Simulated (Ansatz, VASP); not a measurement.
**Rh: VASP beside Ansatz**

```xyz
1
Lattice="2.6106 0.0000 0.0000 0.0000 2.6106 0.0000 0.0000 0.0000 2.6106" Properties=species:S:1:pos:R:3 pbc="T T T"
Rh    0.0000    0.0000    0.0000
```

Alike in both runs: task single point; functional r2SCAN; k mesh 14 × 14 × 14; occupations fermi-dirac, width 0.1 eV; no spin polarisation.

```csv
,VASP,Ansatz
version,VASP 6.6.1,Ansatz 0.2.0
potentials or method,"VASP PAW PBE potentials, release 64 (Rh_pv), cutoff 550 eV","plane waves (500 eV) with PAW, scalar-relativistic"
valence electrons in the cell,15,17
```

```csv
,VASP,Ansatz,Ansatz less VASP
pressure (GPa),-16.7,-17.2,-0.50
```

VASP's potentials were made for PBE, not for r2SCAN. VASP's potentials hold 15 valence electrons a cell and Ansatz's 17, so a difference there can come from the potentials and not from the codes.
